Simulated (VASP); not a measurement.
# SnO2 in VASP: a series of runs, part 2 of 2

VASP 6.6.1.

### 4 Single point, revPBE+D3(BJ)

This run uses another cell than the first one, of 12.84 Å³/atom, 0.886 times its volume.

File INCAR:

```
SYSTEM = SnO2
PREC = Accurate ; ENCUT = 520
EDIFF = 1E-6 ; ISMEAR = -1
SIGMA = 0.05 ; LREAL = .False.
LASPH = .True. ; NELM = 80
ALGO = Normal ; ISIF = 2
LWAVE = .False. ; LCHARG = .False.
GGA = RE ; IVDW = 12
NBANDS = 20
```

File KPOINTS:

```
regular mesh
0
Gamma
  10 10 10
  0 0 0
```

File POSCAR:

```
SnO2
1.0
    1.6196682214      0.9351158836      4.2386293787
   -1.6196682214      0.9351158836      4.2386293787
    0.0000000000     -1.8702317672      4.2386293787
Sn O
1 2
Direct
    0.5000000000      0.5000000000      0.5000000000
    0.7551472721      0.7551472721      0.7551472721
    0.2448527279      0.2448527279      0.2448527279
```

Potentials or basis: VASP PAW PBE potentials, release 64 (Sn_d, O).

The run is started by

```console
$ cat potpaw_PBE.64/Sn_d/POTCAR potpaw_PBE.64/O/POTCAR > POTCAR
$ mpirun -np 1 vasp_std > vasp.out
```

OUTCAR:

```text
SYSTEM = SnO2
   PREC = Accurate
   ENCUT = 520
   EDIFF = 1E-6
   ISMEAR = -1
   LREAL = .False.
   LASPH = .True.
   NELM = 80
   ISIF = 2
   GGA = RE
   IVDW = 12
 IVDW          = 12

 ion  position               nearest neighbor table
   1  0.500  0.500  0.500-   3 2.12   2 2.12   3 2.12   3 2.12   2 2.12   2 2.12
   2  0.755  0.755  0.755-   1 2.12   1 2.12   1 2.12
   3  0.245  0.245  0.245-   1 2.12   1 2.12   1 2.12

  LATTYP: Found a trigonal (rhomboedric) cell.
 ALAT       =     4.6328982153
 COS(alpha) =     0.7555575655

  Lattice vectors:

 A1 = (   1.6196682214,   0.9351158836,   4.2386293787)
 A2 = (  -1.6196682214,   0.9351158836,   4.2386293787)
 A3 = (   0.0000000000,  -1.8702317672,   4.2386293787)

Analysis of symmetry for initial positions (statically):
=====================================================================
 Subroutine PRICEL returns:
 Original cell was already a primitive cell.

 Routine SETGRP: Setting up the symmetry group for a
 trigonal (rhombohedral) supercell.

 Subroutine GETGRP returns: Found 12 space group operations
 (whereof 12 operations were pure point group operations)
 out of a pool of 12 trial point group operations.

The static configuration has the point symmetry D_3d.

Analysis of symmetry for dynamics (positions and initial velocities):
=====================================================================
 Subroutine PRICEL returns:
 Original cell was already a primitive cell.

 Routine SETGRP: Setting up the symmetry group for a
 trigonal (rhombohedral) supercell.

 Subroutine GETGRP returns: Found 12 space group operations
 (whereof 12 operations were pure point group operations)
 out of a pool of 12 trial point group operations.

The dynamic configuration has the point symmetry D_3d.

[... 113 lines left out ...]
   EMIN   =  10.00;   EMAX   =-10.00  energy-range for DOS
   EFERMI =   0.00;   METHOD = LEGACY
   ISMEAR =    -1;   SIGMA  =   0.05  broadening in eV -4-tet -1-fermi 0-gaus
   EFERMI_NEDOS =   21; number of points for ismear=-14 and -15
   IALGO  =     38    algorithm
   IMIX   =      4    mixing-type and parameters
     AMIX     =   0.40;   BMIX     =  1.00
     AMIX_MAG =   1.60;   BMIX_MAG =  1.00
  volume/ion in A,a.u.               =      12.84        86.64
  Fermi-wavevector in a.u.,A,eV,Ry     =   1.436073  2.713785 28.059376  2.062306
  Thomas-Fermi vector in A             =   2.555302
   LORBIT       =      0    0 simple, 1 ext, 2 COOP (PROOUT), +10 PAW based schemes
   GGA     = RE    functional components
   LHFCALC =     F    Hartree Fock is set to
   AEXX    =    0.0000 exact exchange contribution
   IVDW    =    12    specifies the selected vdW correction
   LEPSILON=     F    determine dielectric tensor
   LRPA    =     F    only Hartree local field effects (RPA)
 non-spin polarized calculation
  energy-cutoff  :      520.00
  volume of cell :       38.52
 maximum number of plane-waves:      1053
   NGX = 17   NGY = 17   NGZ = 17

 number of electron      26.0000003 magnetization

 Free energy of the ion-electron system (eV)
  ---------------------------------------------------
  ext. energy  EPLUGINS =         0.00000000
  ---------------------------------------------------
  free energy    TOTEN  =       -17.14742525 eV

  energy without entropy =      -17.14742525  energy(sigma->0) =      -17.14742525

 E-fermi :   6.0388     XC(G=0): -10.6065

 val. band max:        5.1891697027   @ k =   0.0000   0.0000   0.0000
 cond. band min:       6.7381256445   @ k =   0.0000   0.0000   0.0000
 fundamental gap:      1.5489559418
 Fermi energy:         6.0387865447

 k-point     1 :       0.0000    0.0000    0.0000
  band No.  band energies     occupation
      1     -15.1709      2.00000
      2     -14.9294      2.00000
      3     -14.9294      2.00000
      4     -14.7595      2.00000
      5     -14.7595      2.00000
      6     -13.2502      2.00000
[... 541 lines left out ...]
     19      19.2202      0.00000
     20      22.2668      0.00000

 [... further k-points ...]

------------------------ aborting loop because EDIFF is reached ----------------------------------------

 Edisp (eV)   -1.17987

 E8    (eV) :    -0.7844

  FORCE on cell =-STRESS in cart. coord.  units (eV):
  Direction    XX          YY          ZZ          XY          YZ          ZX
  --------------------------------------------------------------------------------------
  -------------------------------------------------------------------------------------
  Total       0.19779     0.19779     0.03729    -0.00000    -0.00000    -0.00000
  in kB       8.22691     8.22691     1.55124    -0.00000    -0.00000    -0.00000
  external pressure =        6.00 kB  Pullay stress =        0.00 kB

 VOLUME and BASIS-vectors are now :
 -----------------------------------------------------------------------------
  energy-cutoff  :      520.00
  volume of cell :       38.52
      direct lattice vectors                 reciprocal lattice vectors
     1.619668221  0.935115884  4.238629379     0.308705199  0.178231030  0.078641774
    -1.619668221  0.935115884  4.238629379    -0.308705199  0.178231030  0.078641774
     0.000000000 -1.870231767  4.238629379     0.000000000 -0.356462059  0.078641774

 POSITION                                       TOTAL-FORCE (eV/Angst)
 -----------------------------------------------------------------------------------
      0.00000      0.00000      6.35794         0.000000      0.000000     -0.000000
      0.00000      0.00000      9.60237         0.000000     -0.000000     -0.051057
      0.00000      0.00000      3.11352         0.000000      0.000000      0.051057
 -----------------------------------------------------------------------------------
    total drift:                               -0.000000     -0.000000      0.000000

  FREE ENERGIE OF THE ION-ELECTRON SYSTEM (eV)
  ---------------------------------------------------
  free  energy   TOTEN  =       -18.3272946157 eV

  energy  without entropy=      -18.3272946127  energy(sigma->0) =      -18.32729461
```

It took 1.9 min on 1 thread of Intel Xeon Platinum 8375C at 2.90GHz (Ice Lake), shared host; peak memory 0.26 GiB.

Results:

```yaml
Free_energy: -18.3273 eV
Pressure: 0.6 GPa
Largest_force: 0.051 eV/Å
Band_gap_on_the_k_mesh: 1.55 eV, direct
Dispersion_energy_per_atom: -0.393 eV
```

Forces on the atoms (eV/Å):
```
Sn   0.000  0.000  0.000
O    0.000  0.000 -0.051
O    0.000  0.000  0.051
```

Stress tensor (GPa, compression positive):
```
0.82 0.00 0.00
0.00 0.82 0.00
0.00 0.00 0.16
```

Levels at points of the mesh, in eV from the valence-band top:
| k point | band 9 | band 10 | band 11 | band 12 | band 13 | band 14 | band 15 | band 16 | band 17 | band 18 |
| --- | --- | --- | --- | --- | --- | --- | --- | --- | --- | --- |
| (0.00, 0.00, 0.00) | -1.52 | -1.52 | -1.30 | -1.30 | 0.00 | 1.55 | 5.45 | 10.64 | 10.64 | 13.51 |
| (0.50, 0.00, 0.00) | -4.29 | -3.20 | -1.99 | -1.15 | -1.03 | 5.28 | 7.89 | 9.91 | 12.52 | 12.61 |
| (0.50, 0.50, 0.00) | -4.86 | -3.51 | -1.13 | -0.60 | -0.08 | 4.75 | 6.73 | 10.87 | 11.21 | 12.55 |
| (0.50, 0.50, 0.50) | -1.94 | -1.75 | -1.75 | -1.13 | -1.13 | 3.55 | 5.81 | 11.11 | 11.11 | 14.43 |

Caveat: the PAW data sets were made with another functional, which shifts forces and pressure a little; spin-orbit coupling is left out, which moves the levels of the heavy elements. A k mesh can miss the band edges.

### 5 The runs side by side

```csv
level,cell,gap on the mesh (eV),pressure (GPa),largest force (eV/Å)
PBE,"a = 5.151 Å, angles 36.6°, 3 atoms",1.89,0.6,1.04
revPBE+D4,"a = 4.556 Å, angles 41.7°, 3 atoms",1.48,0.6,0.05
revPBE+D3(BJ),"a = 4.633 Å, angles 40.9°, 3 atoms",1.55,0.6,0.05
```

Alike in all rows: task single point; potentials or basis VASP PAW PBE potentials, release 64 (Sn_d, O); no spin polarisation; k mesh 10 × 10 × 10; cutoff (eV) 520; smearing fermi-dirac 0.05 eV.

Caveats: spin-orbit coupling is left out, which moves the levels of the heavy elements; the PAW data sets were made with another functional, which shifts forces and pressure a little (some runs); forces of over 1 eV/Å act on the atoms, so gaps and moduli don't describe the material at rest (some runs).

Absolute energies hang on the potentials; compare differences alone.
